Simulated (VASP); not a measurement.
# TiB2 (P6/mmm) in VASP: a series of runs

Runs on TiB2. Level: PBE. Tasks: single point.

Program: VASP 6.6.1. These are calculated values, not measurements. Logs are shortened: lines on timing, memory, paths and dates and some standing lists are left out, and cuts for length are marked.

## Step 1: The cell of the first run

Symmetry: P6/mmm, No. 191, hexagonal system. Conventional cell: a = 3.029 Å, b = 3.029 Å, c = 3.228 Å, α = 90.00°, β = 90.00°, γ = 120.00°. Within 3.1 Å of Ti (site symmetry 6/mmm) lie 12 B at 2.38 Å and 6 Ti at 3.03 Å. Within 2.3 Å of B (site symmetry -6m2) lie 3 B at 1.75 Å.

## Step 2: Single point, PBE

The input, INCAR:

```
SYSTEM = TiB2
PREC = Accurate
ENCUT = 500
EDIFF = 1E-6
ISMEAR = -1
SIGMA = 0.15
LREAL = .FALSE.
LASPH = .TRUE.
NELM = 120
ALGO = Normal
ISIF = 2
LWAVE = .FALSE.
LCHARG = .FALSE.
GGA = PE
NBANDS = 16
GGA_COMPAT = .FALSE.
```

The input, KPOINTS:

```
Automatic mesh
0
G
  9 9 7
  0 0 0
```

The input, POSCAR:

```
TiB2
1.0
    3.0292000000      0.0000000000      0.0000000000
   -1.5146000000      2.6233641531      0.0000000000
    0.0000000000      0.0000000000      3.2284000000
Ti B
1 2
Direct
    0.0000000000      0.0000000000      0.0000000000
    0.3333333333      0.6666666667      0.5000000000
    0.6666666667      0.3333333333      0.5000000000
```

Potentials or basis: VASP PAW PBE potentials, release 64 (Ti_sv, B).

Launch:

```console
cat potpaw_PBE.64/Ti_sv/POTCAR potpaw_PBE.64/B/POTCAR > POTCAR
mpirun -np 1 vasp_std > vasp.out
```

OUTCAR:

```text
SYSTEM = TiB2
   PREC = Accurate
   ENCUT = 500
   EDIFF = 1E-6
   ISMEAR = -1
   LREAL = .FALSE.
   LASPH = .TRUE.
   NELM = 120
   ISIF = 2
   GGA = PE

 ion  position               nearest neighbor table
   1  0.000  0.000  0.000-   2 2.38   3 2.38   2 2.38   3 2.38   2 2.38   2 2.38   3 2.38   3 2.38
                             3 2.38   3 2.38   2 2.38   2 2.38
   2  0.333  0.667  0.500-   3 1.75   3 1.75   3 1.75   1 2.38   1 2.38   1 2.38   1 2.38   1 2.38
                             1 2.38
   3  0.667  0.333  0.500-   2 1.75   2 1.75   2 1.75   1 2.38   1 2.38   1 2.38   1 2.38   1 2.38
                             1 2.38

  LATTYP: Found a hexagonal cell.
 ALAT       =     3.0292000000
 C/A-ratio  =     1.0657599366

  Lattice vectors:

 A1 = (   3.0292000000,   0.0000000000,   0.0000000000)
 A2 = (  -1.5146000000,   2.6233641531,   0.0000000000)
 A3 = (   0.0000000000,   0.0000000000,   3.2284000000)

Analysis of symmetry for initial positions (statically):
=====================================================================
 Subroutine PRICEL returns:
 Original cell was already a primitive cell.

 Routine SETGRP: Setting up the symmetry group for a
 hexagonal supercell.

 Subroutine GETGRP returns: Found 24 space group operations
 (whereof 24 operations were pure point group operations)
 out of a pool of 24 trial point group operations.

The static configuration has the point symmetry D_6h.

Analysis of symmetry for dynamics (positions and initial velocities):
=====================================================================
 Subroutine PRICEL returns:
 Original cell was already a primitive cell.

 Routine SETGRP: Setting up the symmetry group for a
 hexagonal supercell.

 Subroutine GETGRP returns: Found 24 space group operations
 (whereof 24 operations were pure point group operations)
 out of a pool of 24 trial point group operations.

The dynamic configuration has the point symmetry D_6h.

 Subroutine INISYM returns: Found 24 space group operations
 (whereof 24 operations are pure point group operations),
 and found     1 'primitive' translations

----------------------------------------------------------------------------------------

                                     Primitive cell

  volume of cell :      25.6551

  direct lattice vectors                    reciprocal lattice vectors
     3.029200000  0.000000000  0.000000000     0.330120164  0.190594965  0.000000000
    -1.514600000  2.623364153  0.000000000     0.000000000  0.381189931  0.000000000
     0.000000000  0.000000000  3.228400000     0.000000000  0.000000000  0.309750960

  length of vectors
     3.029200000  3.029200000  3.228400000     0.381189931  0.381189931  0.309750960

  position of ions in fractional coordinates (direct lattice)
     0.000000000  0.000000000  0.000000000
     0.333333333  0.666666667  0.500000000
     0.666666667  0.333333333  0.500000000

  ion indices of the primitive-cell ions
   primitive index   ion index
                 1           1
                 2           2
                 3           3

----------------------------------------------------------------------------------------

 KPOINTS: Automatic mesh

Automatic generation of k-mesh.
 Grid dimensions read from file:
 generate k-points for:    9    9    7

 Generating k-lattice:

  Cartesian coordinates                     Fractional coordinates (reciprocal lattice)
     0.036680018  0.021177218  0.000000000     0.111111111  0.000000000  0.000000000
     0.000000000  0.042354437  0.000000000     0.000000000  0.111111111  0.000000000
     0.000000000  0.000000000  0.044250137     0.000000000  0.000000000  0.142857143

  Length of vectors
     0.042354437  0.042354437  0.044250137

  Shift w.r.t. Gamma in fractional coordinates (k-lattice)
     0.000000000  0.000000000  0.000000000

 Subroutine IBZKPT returns following result:
 ===========================================

 Found     48 irreducible k-points:

 Following reciprocal coordinates:
            Coordinates               Weight
  0.000000  0.000000  0.000000      1.000000
  0.111111 -0.000000  0.000000      6.000000
  0.222222 -0.000000  0.000000      6.000000
  0.333333  0.000000  0.000000      6.000000
  0.444444 -0.000000  0.000000      6.000000
  0.111111  0.111111  0.000000      6.000000
[... 16 lines left out ...]
  0.333333  0.222222  0.142857     24.000000
  0.333333  0.333333  0.142857      4.000000
 [... further k-points ...]
   k-points           NKPTS =     48   k-points in BZ     NKDIM =     48   number of bands    NBANDS=     16
   number of dos      NEDOS =    301   number of ions     NIONS =      3
   total plane-waves  NPLWV =  13824
   dimension x,y,z NGX =    24 NGY =   24 NGZ =   24
   dimension x,y,z NGXF=    48 NGYF=   48 NGZF=   48
   ions per type =               1   2
   NGX,Y,Z   is equivalent  to a cutoff of  13.17, 13.17, 12.36 a.u.
   NGXF,Y,Z  is equivalent  to a cutoff of  26.34, 26.34, 24.72 a.u.
 SYSTEM =  TiB2
   PREC   = accura    normal or accurate (medium, high low for compatibility)
   ISTART =      0    job   : 0-new  1-cont  2-samecut
   ICHARG =      2    charge: 1-file 2-atom 10-const
   ISPIN  =      1    spin polarized calculation?
   LNONCOLLINEAR =      F non collinear calculations
   LSORBIT =      F    spin-orbit coupling
   LASPH  =      T    aspherical Exc in radial PAW
   ENCUT  =  500.0 eV  36.75 Ry    6.06 a.u.   5.52  5.52  5.89*2*pi/ulx,y,z
   NELM   =    120;   NELMIN=  2; NELMDL= -5     # of ELM steps
   EDIFF  = 0.1E-05   stopping-criterion for ELM
   LREAL  =      F    real-space projection
   EDIFFG = 0.1E-04   stopping-criterion for IOM
   NSW    =      0    number of steps for IOM
   IBRION =     -1    ionic relax: 0-MD 1-quasi-New 2-CG
   NFREE  =      0    steps in history (QN), initial steepest desc. (CG)
   ISIF   =      2    stress and relaxation
   ISYM   =      2    0-nonsym 1-usesym 2-fastsym
   POTIM  = 0.5000    time-step for ionic-motion
   TEBEG  =    0.0;   TEEND  =   0.0 temperature during run
   PSTRESS=    0.0 pullay stress
   NELECT =      18.0000    total number of electrons
   NUPDOWN=      -1.0000    fix difference up-down
   EMIN   =  10.00;   EMAX   =-10.00  energy-range for DOS
   EFERMI =   0.00;   METHOD = LEGACY
   ISMEAR =    -1;   SIGMA  =   0.15  broadening in eV -4-tet -1-fermi 0-gaus
   EFERMI_NEDOS =   21; number of points for ismear=-14 and -15
   IALGO  =     38    algorithm
   IMIX   =      4    mixing-type and parameters
     AMIX     =   0.40;   BMIX     =  1.00
     AMIX_MAG =   1.60;   BMIX_MAG =  1.00
  volume/ion in A,a.u.               =       8.55        57.71
  Fermi-wavevector in a.u.,A,eV,Ry     =   1.454703  2.748990 28.792122  2.116161
  Thomas-Fermi vector in A             =   2.571823
   LORBIT       =      0    0 simple, 1 ext, 2 COOP (PROOUT), +10 PAW based schemes
   GGA     = PE    functional components
   LHFCALC =     F    Hartree Fock is set to
   AEXX    =    0.0000 exact exchange contribution
   IVDW    =     0    specifies the selected vdW correction
   LEPSILON=     F    determine dielectric tensor
   LRPA    =     F    only Hartree local field effects (RPA)
 non-spin polarized calculation
  energy-cutoff  :      500.00
  volume of cell :       25.66
 maximum number of plane-waves:       666
 NGX is ok and might be reduce to    24
   NGX = 11   NGY = 11   NGZ = 11

 number of electron      18.0000002 magnetization

 Free energy of the ion-electron system (eV)
  ---------------------------------------------------
  ext. energy  EPLUGINS =         0.00000000
  ---------------------------------------------------
  free energy    TOTEN  =       -24.44233976 eV

  energy without entropy =      -24.41014701  energy(sigma->0) =      -24.42624338

 E-fermi :  10.0061     XC(G=0): -12.7682

 val. band max:        9.8980064793   @ k =   0.1111  -0.0000   0.4286
 cond. band min:      10.1255385598   @ k =   0.2222   0.2222   0.0000
 fundamental gap:      0.2275320804
 Fermi energy:        10.0061444373

 k-point     1 :       0.0000    0.0000    0.0000
  band No.  band energies     occupation
      1     -46.9539      2.00000
      2     -23.3059      2.00000
      3     -22.9908      2.00000
      4     -22.9908      2.00000
      5      -3.5081      2.00000
      6       7.3994      2.00000
[... 8 lines left out ...]
     15      15.7685      0.00000
     16      16.9201      0.00000

 k-point     2 :       0.1111   -0.0000    0.0000
  band No.  band energies     occupation
      1     -46.9475      2.00000
      2     -23.2978      2.00000
      3     -23.0394      2.00000
      4     -23.0018      2.00000
      5      -3.2712      2.00000
      6       6.7358      2.00000
[... 8 lines left out ...]
     15      17.0562      0.00000
     16      17.6800      0.00000

 k-point     3 :       0.2222   -0.0000    0.0000
  band No.  band energies     occupation
      1     -46.9314      2.00000
      2     -23.2774      2.00000
      3     -23.1607      2.00000
      4     -23.0296      2.00000
      5      -2.5841      2.00000
      6       5.1864      2.00000
[... 8 lines left out ...]
     15      17.6082      0.00000
     16      19.2034      0.00000

 k-point     4 :       0.3333    0.0000    0.0000
  band No.  band energies     occupation
      1     -46.9131      2.00000
      2     -23.2960      2.00000
      3     -23.2541      2.00000
      4     -23.0610      2.00000
      5      -1.5045      2.00000
      6       3.3578      2.00000
[... 8 lines left out ...]
     15      17.3541      0.00000
     16      18.9215      0.00000
[... 324 lines left out ...]
 k-point    22 :       0.2222    0.2222    0.1429
  band No.  band energies     occupation
      1     -46.9024      2.00000
      2     -23.2976      2.00000
      3     -23.2768      2.00000
      4     -23.1245      2.00000
      5      -0.7436      2.00000
      6       3.3981      2.00000
[... 8 lines left out ...]
     15      19.8353      0.00000
     16      20.0145      0.00000

 k-point    23 :       0.3333    0.2222    0.1429
  band No.  band energies     occupation
      1     -46.8932      2.00000
      2     -23.3267      2.00000
      3     -23.2650      2.00000
      4     -23.1771      2.00000
      5       0.5351      2.00000
      6       2.0675      2.00000
[... 8 lines left out ...]
     15      20.0028      0.00000
     16      20.1089      0.00000

 k-point    24 :       0.3333    0.3333    0.1429
  band No.  band energies     occupation
      1     -46.8900      2.00000
      2     -23.2665      2.00000
      3     -23.2665      2.00000
      4     -23.2607      2.00000
      5       1.6372      2.00000
      6       1.6372      2.00000
[... 8 lines left out ...]
     15      20.5883      0.00000
     16      20.5883      0.00000

 [... further k-points ...]

------------------------ aborting loop because EDIFF is reached ----------------------------------------

  FORCE on cell =-STRESS in cart. coord.  units (eV):
  Direction    XX          YY          ZZ          XY          YZ          ZX
  --------------------------------------------------------------------------------------
  -------------------------------------------------------------------------------------
  Total        0.1686660      0.1686660     -0.0583298      0.0000000      0.0000000     -0.0000000
  in kB       10.5332932     10.5332932     -3.6427288      0.0000000      0.0000000     -0.0000000
  external PRESSURE =       5.8079525 kB  Pullay stress =       0.0000000 kB

 VOLUME and BASIS-vectors are now :
 -----------------------------------------------------------------------------
  energy-cutoff  :      500.00
  volume of cell :       25.66
      direct lattice vectors                 reciprocal lattice vectors
     3.029200000  0.000000000  0.000000000     0.330120164  0.190594965  0.000000000
    -1.514600000  2.623364153  0.000000000     0.000000000  0.381189931  0.000000000
     0.000000000  0.000000000  3.228400000     0.000000000  0.000000000  0.309750960

 POSITION                                       TOTAL-FORCE (eV/Angst)
 -----------------------------------------------------------------------------------
      0.00000      0.00000      0.00000         0.000000      0.000000     -0.000000
     -0.00000      1.74891      1.61420        -0.000000     -0.000000      0.000000
      1.51460      0.87445      1.61420         0.000000      0.000000     -0.000000
 -----------------------------------------------------------------------------------
    total drift:                               -0.000000      0.000000      0.000000

  FREE ENERGIE OF THE ION-ELECTRON SYSTEM (eV)
  ---------------------------------------------------
  free  energy   TOTEN  =       -24.4423397556 eV

  energy  without entropy=      -24.4101470083  energy(sigma->0) =      -24.42624338
```

Wall time 30 s (1 thread of Intel Xeon 8259CL, shared host); peak memory 0.15 GiB.

What came out:

| Property | Result |
| --- | --- |
| Free energy | -24.4423 eV |
| Pressure | 0.6 GPa |
| Band gap on the k mesh | zero (band 9 reaches 10.42 eV, above the bottom of band 10 at 9.89 eV) |

Levels at points of the mesh, in eV from the Fermi level:
```tsv
k point	band 5	band 6	band 7	band 8	band 9	band 10	band 11	band 12	band 13	band 14
(0.00, 0.00, 0.00)	-13.51	-2.61	-2.61	-2.34	-2.12	1.89	1.89	3.65	3.65	5.76
```

(Part 1 of 2 ends here.)
